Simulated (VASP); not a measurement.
# Cu in VASP: single point with PBEsol

Aim: the single point of Cu with PBEsol.

All numbers are computed with VASP 6.6.1; they aren't measurements. Logs are shortened: lines on timing, memory, paths and dates and some standing lists are left out, and cuts for length are marked.

### 1 The cell of the first run

The cell holds a slab with vacuum, 7 atoms: a = 2.520 Å, b = 2.520 Å, c = 28.343 Å, α = 90.00°, β = 90.00°, γ = 60.00°.

### 2 Single point, PBEsol

Contents of INCAR:

```
SYSTEM = Cu
  PREC = Accurate
  ENCUT = 520
  EDIFF = 1E-7
  ISMEAR = 1
  SIGMA = 0.1
  LREAL = .False.
  LASPH = .True.
  NELM = 100
  ALGO = Normal
  ISIF = 2
  LWAVE = .False.
  LCHARG = .False.
  LDIPOL = .True.
  IDIPOL = 3
  DIPOL = 0.5 0.5 0.500
  GGA = PS
  NBANDS = 48
```

Contents of KPOINTS:

```
regular mesh
0
Gamma
  24 24 1
  0 0 0
```

Contents of POSCAR:

```
Cu
1.0
    2.5195283580      0.0000000000      0.0000000000
    1.2597641790      2.1819755640      0.0000000000
    0.0000000000      0.0000000000     28.3431177410
Cu
7
Direct
    0.0000000000      0.0000000000      0.2822554693
    0.3333333333      0.3333333333      0.3548369796
    0.6666666667      0.6666666667      0.4274184898
    0.0000000000      0.0000000000      0.5000000000
    0.3333333333      0.3333333333      0.5725815102
    0.6666666667      0.6666666667      0.6451630204
    0.0000000000      0.0000000000      0.7177445307
```

Potentials or basis: VASP PAW PBE potentials, release 64 (Cu).

Launch:

```console
$ cat potpaw_PBE.64/Cu/POTCAR > POTCAR
$ mpirun -np 1 vasp_std > vasp.out
```

OUTCAR:

```text
SYSTEM = Cu
   PREC = Accurate
   ENCUT = 520
   EDIFF = 1E-7
   ISMEAR = 1
   LREAL = .False.
   LASPH = .True.
   NELM = 100
   ISIF = 2
   GGA = PS

 ion  position               nearest neighbor table
   1  0.000  0.000  0.282-   2 2.52   2 2.52   2 2.52
   2  0.333  0.333  0.355-   3 2.52   3 2.52   3 2.52   1 2.52   1 2.52   1 2.52
   3  0.667  0.667  0.427-   2 2.52   4 2.52   2 2.52   4 2.52   4 2.52   2 2.52
   4  0.000  0.000  0.500-   3 2.52   5 2.52   3 2.52   5 2.52   5 2.52   3 2.52
   5  0.333  0.333  0.573-   6 2.52   4 2.52   6 2.52   4 2.52   4 2.52   6 2.52
   6  0.667  0.667  0.645-   5 2.52   5 2.52   5 2.52   7 2.52   7 2.52   7 2.52
   7  0.000  0.000  0.718-   6 2.52   6 2.52   6 2.52

  LATTYP: Found a hexagonal cell.
 ALAT       =     2.5195283584
 C/A-ratio  =    11.2493743708

  Lattice vectors:

 A1 = (  -1.2597641790,  -2.1819755640,   0.0000000000)
 A2 = (   2.5195283580,   0.0000000000,   0.0000000000)
 A3 = (   0.0000000000,   0.0000000000,  28.3431177410)

Analysis of symmetry for initial positions (statically):
=====================================================================
 Subroutine PRICEL returns:
 Original cell was already a primitive cell.

 Routine SETGRP: Setting up the symmetry group for a
 hexagonal supercell.

 Subroutine GETGRP returns: Found 12 space group operations
 (whereof 12 operations were pure point group operations)
 out of a pool of 24 trial point group operations.

The static configuration has the point symmetry D_3d.

Analysis of symmetry for dynamics (positions and initial velocities):
=====================================================================
 Subroutine PRICEL returns:
 Original cell was already a primitive cell.

 Routine SETGRP: Setting up the symmetry group for a
 hexagonal supercell.

 Subroutine GETGRP returns: Found 12 space group operations
 (whereof 12 operations were pure point group operations)
 out of a pool of 24 trial point group operations.

The dynamic configuration has the point symmetry D_3d.

 Subroutine INISYM returns: Found 12 space group operations
 (whereof 12 operations are pure point group operations),
 and found     1 'primitive' translations

----------------------------------------------------------------------------------------

                                     Primitive cell

  volume of cell :     155.8177

  direct lattice vectors                    reciprocal lattice vectors
     2.519528358  0.000000000  0.000000000     0.396899680 -0.229150137  0.000000000
     1.259764179  2.181975564  0.000000000     0.000000000  0.458300275  0.000000000
     0.000000000  0.000000000 28.343117741     0.000000000  0.000000000  0.035281934

  length of vectors
     2.519528358  2.519528358 28.343117741     0.458300275  0.458300275  0.035281934

  position of ions in fractional coordinates (direct lattice)
     0.000000000  0.000000000  0.282255469
     0.333333333  0.333333333  0.354836980
     0.666666667  0.666666667  0.427418490
     0.000000000  0.000000000  0.500000000
     0.333333333  0.333333333  0.572581510
     0.666666667  0.666666667  0.645163020
     0.000000000  0.000000000  0.717744531

  ion indices of the primitive-cell ions
   primitive index   ion index
                 1           1
                 2           2
                 3           3
                 4           4
                 5           5
                 6           6
                 7           7

----------------------------------------------------------------------------------------

 KPOINTS: regular mesh

Automatic generation of k-mesh.
 Grid dimensions read from file:
 generate k-points for:   24   24    1

 Generating k-lattice:

  Cartesian coordinates                     Fractional coordinates (reciprocal lattice)
     0.016537487 -0.009547922  0.000000000     0.041666667 -0.000000000  0.000000000
     0.000000000  0.019095845  0.000000000     0.000000000  0.041666667  0.000000000
     0.000000000  0.000000000  0.035281934     0.000000000  0.000000000  1.000000000

  Length of vectors
     0.019095845  0.019095845  0.035281934

  Shift w.r.t. Gamma in fractional coordinates (k-lattice)
     0.000000000  0.000000000  0.000000000

 Subroutine IBZKPT returns following result:
 ===========================================

 Found     61 irreducible k-points:

 Following reciprocal coordinates:
            Coordinates               Weight
  0.000000  0.000000  0.000000      1.000000
  0.041667  0.000000  0.000000      6.000000
  0.083333 -0.000000  0.000000      6.000000
  0.125000  0.000000  0.000000      6.000000
  0.166667 -0.000000  0.000000      6.000000
  0.208333  0.000000  0.000000      6.000000
[... 16 lines left out ...]
  0.458333  0.041667  0.000000     12.000000
  0.500000  0.041667  0.000000     12.000000
 [... further k-points ...]
   k-points           NKPTS =     61   k-points in BZ     NKDIM =     61   number of bands    NBANDS=     48
   number of dos      NEDOS =    301   number of ions     NIONS =      7
   total plane-waves  NPLWV =  86400
   dimension x,y,z NGX =    20 NGY =   20 NGZ =  216
   dimension x,y,z NGXF=    40 NGYF=   40 NGZF=  432
   ions per type =               7
   NGX,Y,Z   is equivalent  to a cutoff of  13.20, 13.20, 12.67 a.u.
   NGXF,Y,Z  is equivalent  to a cutoff of  26.39, 26.39, 25.34 a.u.
 SYSTEM =  Cu
   PREC   = accura    normal or accurate (medium, high low for compatibility)
   ISTART =      0    job   : 0-new  1-cont  2-samecut
   ICHARG =      2    charge: 1-file 2-atom 10-const
   ISPIN  =      1    spin polarized calculation?
   LNONCOLLINEAR =      F non collinear calculations
   LSORBIT =      F    spin-orbit coupling
   LASPH  =      T    aspherical Exc in radial PAW
   ENCUT  =  520.0 eV  38.22 Ry    6.18 a.u.   4.68  4.68 52.70*2*pi/ulx,y,z
   NELM   =    100;   NELMIN=  2; NELMDL= -5     # of ELM steps
   EDIFF  = 0.1E-06   stopping-criterion for ELM
   LREAL  =      F    real-space projection
   EDIFFG = 0.1E-05   stopping-criterion for IOM
   NSW    =      0    number of steps for IOM
   IBRION =     -1    ionic relax: 0-MD 1-quasi-New 2-CG
   NFREE  =      0    steps in history (QN), initial steepest desc. (CG)
   ISIF   =      2    stress and relaxation
   ISYM   =      2    0-nonsym 1-usesym 2-fastsym
   POTIM  = 0.5000    time-step for ionic-motion
   TEBEG  =    0.0;   TEEND  =   0.0 temperature during run
   PSTRESS=    0.0 pullay stress
   NELECT =      77.0000    total number of electrons
   NUPDOWN=      -1.0000    fix difference up-down
   EMIN   =  10.00;   EMAX   =-10.00  energy-range for DOS
   EFERMI =   0.00;   METHOD = LEGACY
   ISMEAR =     1;   SIGMA  =   0.10  broadening in eV -4-tet -1-fermi 0-gaus
   EFERMI_NEDOS =   21; number of points for ismear=-14 and -15
   IALGO  =     38    algorithm
   IMIX   =      4    mixing-type and parameters
     AMIX     =   0.40;   BMIX     =  1.00
     AMIX_MAG =   1.60;   BMIX_MAG =  1.00
  volume/ion in A,a.u.               =      22.26       150.22
  Fermi-wavevector in a.u.,A,eV,Ry     =   1.294294  2.445860 22.792426  1.675196
  Thomas-Fermi vector in A             =   2.425886
   LORBIT       =      0    0 simple, 1 ext, 2 COOP (PROOUT), +10 PAW based schemes
   GGA     = PS    functional components
   LHFCALC =     F    Hartree Fock is set to
   AEXX    =    0.0000 exact exchange contribution
   IVDW    =     0    specifies the selected vdW correction
   LEPSILON=     F    determine dielectric tensor
   LRPA    =     F    only Hartree local field effects (RPA)
 non-spin polarized calculation
 Methfessel and Paxton  Order N= 1 SIGMA  =   0.10
  energy-cutoff  :      520.00
  volume of cell :      155.82
 maximum number of plane-waves:      4243
   NGX =  9   NGY =  9   NGZ =105

 dipolmoment           0.000000      0.000000      0.000000 electrons x Angstroem

 number of electron      77.0000021 magnetization

 dipolmoment           0.000000      0.000000     -0.000000 electrons x Angstroem

 Free energy of the ion-electron system (eV)
  ---------------------------------------------------
  ext. energy  EPLUGINS =         0.00000000
  ---------------------------------------------------
  free energy    TOTEN  =       -29.05763111 eV

  energy without entropy =      -29.05533077  energy(sigma->0) =      -29.05686433

 E-fermi :   1.6552     XC(G=0):  -7.3393

 val. band max:        1.6376267440   @ k =   0.0833   0.0417   0.0000
 cond. band min:       1.6718909219   @ k =   0.3750   0.1667   0.0000
 fundamental gap:      0.0342641780
 Fermi energy:         1.6552255720

 k-point     1 :       0.0000    0.0000    0.0000
  band No.  band energies     occupation
      1      -7.9089      2.00000
      2      -7.3964      2.00000
      3      -6.6024      2.00000
      4      -5.5958      2.00000
      5      -4.5824      2.00000
      6      -3.9045      2.00000
[... 40 lines left out ...]
     47       7.6960      0.00000
     48       8.1037      0.00000

 k-point     2 :       0.0417    0.0000    0.0000
  band No.  band energies     occupation
      1      -7.8511      2.00000
      2      -7.3396      2.00000
      3      -6.5473      2.00000
      4      -5.5433      2.00000
      5      -4.5335      2.00000
      6      -3.8608      2.00000
[... 40 lines left out ...]
     47       7.7478      0.00000
     48       8.1502      0.00000

 k-point     3 :       0.0833   -0.0000    0.0000
  band No.  band energies     occupation
      1      -7.6786      2.00000
      2      -7.1703      2.00000
      3      -6.3835      2.00000
      4      -5.3878      2.00000
      5      -4.3897      2.00000
      6      -3.7333      2.00000
[... 1060 lines left out ...]
     47       8.7380      0.00000
     48       9.6119      0.00000

 k-point    24 :       0.5000    0.0417    0.0000
  band No.  band energies     occupation
      1      -3.5886      2.00000
      2      -3.4192      2.00000
      3      -3.3349      2.00000
      4      -3.2377      2.00000
      5      -3.0887      2.00000
      6      -2.9446      2.00000
[... 40 lines left out ...]
     47       8.5738      0.00000
     48       9.5201      0.00000

 [... further k-points ...]

------------------------ aborting loop because EDIFF is reached ----------------------------------------

 vacuum level on the upper side and lower side of the slab       (xc-potential included)        -0.111        -0.111

  FORCE on cell =-STRESS in cart. coord.  units (eV):
  Direction    XX          YY          ZZ          XY          YZ          ZX
  --------------------------------------------------------------------------------------
  -------------------------------------------------------------------------------------
  Total       -1.0265076     -1.0265076     -0.3579849      0.0000000      0.0000000      0.0000000
  in kB      -10.5549456    -10.5549456     -3.6809384      0.0000000      0.0000000      0.0000000
  external PRESSURE =      -8.2636099 kB  Pullay stress =       0.0000000 kB

 VOLUME and BASIS-vectors are now :
 -----------------------------------------------------------------------------
  energy-cutoff  :      520.00
  volume of cell :      155.82
      direct lattice vectors                 reciprocal lattice vectors
     2.519528358  0.000000000  0.000000000     0.396899680 -0.229150137  0.000000000
     1.259764179  2.181975564  0.000000000     0.000000000  0.458300275  0.000000000
     0.000000000  0.000000000 28.343117741     0.000000000  0.000000000  0.035281934

 POSITION                                       TOTAL-FORCE (eV/Angst)
 -----------------------------------------------------------------------------------
      0.00000      0.00000      8.00000         0.000000     -0.000000      0.069248
      1.25976      0.72733     10.05719        -0.000000      0.000000     -0.050018
      2.51953      1.45465     12.11437        -0.000000     -0.000000     -0.030815
      0.00000      0.00000     14.17156         0.000000     -0.000000      0.000000
      1.25976      0.72733     16.22875         0.000000     -0.000000      0.030815
      2.51953      1.45465     18.28593         0.000000      0.000000      0.050018
      0.00000      0.00000     20.34312         0.000000     -0.000000     -0.069248
 -----------------------------------------------------------------------------------
    total drift:                                0.000000      0.000000     -0.000000

  FREE ENERGIE OF THE ION-ELECTRON SYSTEM (eV)
  ---------------------------------------------------
  free  energy   TOTEN  =       -29.0576311069 eV

  energy  without entropy=      -29.0553307654  energy(sigma->0) =      -29.05686433

 vacuum level on the upper side and lower side of the slab         6.511         6.511
```

It took 25 min on 1 thread of Intel Xeon 8259CL, shared host; peak memory 0.49 GiB.

What came out:

| Quantity | Value |
| --- | --- |
| Free energy | -29.0576 eV |
| Largest force | 0.069 eV/Å |
| Band gap on the k mesh | zero (an odd number of electrons rules out a gap without spin polarisation) |

Forces in eV/Å, atoms in the order of the input:
```
Cu   0.000  0.000  0.069
Cu   0.000  0.000 -0.050
Cu   0.000  0.000 -0.031
Cu   0.000  0.000  0.000
Cu   0.000  0.000  0.031
Cu   0.000  0.000  0.050
Cu   0.000  0.000 -0.069
```

Caveat: the PAW data sets were made with another functional, which shifts forces and pressure a little.
